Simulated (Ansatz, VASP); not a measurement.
## CdSe in VASP and in Ansatz

The input INCAR:

```
SYSTEM = CdSe
PREC = Accurate ; ENCUT = 520
EDIFF = 1E-6 ; ISMEAR = 0
SIGMA = 0.01 ; LREAL = .False.
LASPH = .True. ; NELM = 60
ALGO = Normal ; ISIF = 2
LWAVE = .False. ; LCHARG = .False.
GGA = PS ; NBANDS = 26
```

File KPOINTS:

```
regular mesh
0
Gamma
  9 9 6
  0 0 0
```

File POSCAR:

```
CdSe
1.0
    4.3021423016      0.0000000000      0.0000000000
   -2.1510711508      3.7257645239      0.0000000000
    0.0000000000      0.0000000000      7.0214578052
Cd Se
2 2
Direct
    0.3333333333      0.6666666667     -0.0278258070
    0.6666666667      0.3333333333      0.4721741930
    0.3333333333      0.6666666667      0.4038258070
    0.6666666667      0.3333333333      0.9038258070
```

Input for Ansatz:

```yaml
crystal:
  lattice:
    - [4.3021423016, 0.0, 0.0]
    - [-2.1510711508, 3.7257645239, 0.0]
    - [0.0, 0.0, 7.0214578052]
  atoms:
    - { symbol: Cd, position: [0.3333333333, 0.6666666667, -0.027825807] }
    - { symbol: Cd, position: [0.6666666667, 0.3333333333, 0.472174193] }
    - { symbol: Se, position: [0.3333333333, 0.6666666667, 0.403825807] }
    - { symbol: Se, position: [0.6666666667, 0.3333333333, 0.903825807] }
basis:
  ecutwfc: 420
  xc_grid: 2
kpoints:
  mp_grid: { grid: [9, 9, 6] }
hamiltonian:
  xc: pbesol
  pseudopotentials: { kind: paw, azcp: { folder: soft_1 } }
scf:
  occupations: { method: fixed }
output:
  forces: true
  stress: true
  eigenvalues: true
  polarization: {}
```

Change from the starting cell: polar distortion scaled by 0.55.

Alike in both runs: task single point; functional PBEsol; k mesh 9 × 9 × 6; no spin polarisation.

```csv
,VASP,Ansatz
version,VASP 6.6.1,Ansatz 0.2.0
potentials or method,"VASP PAW PBE potentials, release 64 (Cd, Se), cutoff 520 eV","scalar-relativistic, plane waves, PAW"
occupations,"gaussian, width 0.01 eV",fixed
valence electrons in the cell,36,72
```

|  | VASP | Ansatz | Ansatz less VASP |
| --- | --- | --- | --- |
| gap on the k mesh at the Fermi level (eV) | 0.79 | 0.78 | -0.005 |
| least direct gap on the mesh (eV) | 0.79 | 0.78 | -0.005 |
| pressure (GPa) | 2.2 | 1.9 | -0.39 |
| traceless stress, the component that is largest in VASP (GPa) | -4.85 | -4.60 | +0.247 |
| rms of the force components (eV/Å) | 0.434 | 0.420 | -0.0134 |

VASP's potentials were made for PBE, not for PBEsol, and Ansatz warns of the same on its side. Atom by atom the forces differ by 0.013 eV/Å (rms over components). VASP's potentials hold 36 valence electrons a cell and Ansatz's 72, so a difference there can come from the potentials and not from the codes.
